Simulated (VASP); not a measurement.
Write the native input for VASP 6.6.1 that does the following.

```
Task                   : single point
Functional             : PBE
Potentials or basis    : VASP PAW PBE potentials, release 64 (Si, C)
Cutoff                 : 520 eV
k mesh                 : 12 × 12 × 4
Occupations            : gaussian, width 0.02 eV
Spin                   : no spin polarisation
Dipole correction      : no
Further INCAR settings : ALGO = Normal; EDIFF = 1e-06; NBANDS = 26
```

The structure of SiC lies in POSCAR:

```
SiC
1.0
    3.0313002395      0.0000000000      0.0000000000
   -1.5156501198      2.6251830139      0.0000000000
    0.0000000000      0.0000000000      9.9203139685
Si C
4 4
Direct
    0.6666666667      0.3333333333      0.9378097501
    0.3333333333      0.6666666667      0.4378097501
    0.0000000000      0.0000000000      0.6879432117
    0.0000000000      0.0000000000      0.1879432117
    0.6666666667      0.3333333333      0.7498129291
    0.3333333333      0.6666666667      0.2498129291
    0.0000000000      0.0000000000      0.5004331092
    0.0000000000      0.0000000000      0.0004331092
```

This cell differs from its parent crystal: volume scaled by 0.94, then relaxed in part.

The input as run:

INCAR

```
SYSTEM = SiC
  PREC = Accurate
  ENCUT = 520
  EDIFF = 1E-6
  ISMEAR = 0
  SIGMA = 0.02
  LREAL = .FALSE.
  LASPH = .TRUE.
  NELM = 100
  ALGO = Normal
  ISIF = 2
  LWAVE = .FALSE.
  LCHARG = .FALSE.
  GGA = PE
  NBANDS = 26
```

KPOINTS

```
regular mesh
0
G
  12 12 4
  0 0 0
```

Potentials or basis: VASP PAW PBE potentials, release 64 (Si, C).

The run is started by

```sh
$ cat potpaw_PBE.64/Si/POTCAR potpaw_PBE.64/C/POTCAR > POTCAR
$ mpirun -np 1 vasp_std > vasp.out
```

It gave:

The pressure is 14.8 GPa and the largest force is 0.004 eV/Å. The band gap on the k mesh is 2.23 eV, indirect (least direct gap 3.37 eV).

It took 110 s on 1 thread of Intel Xeon 6975P-C (shared host), peak memory 0.24 GiB.
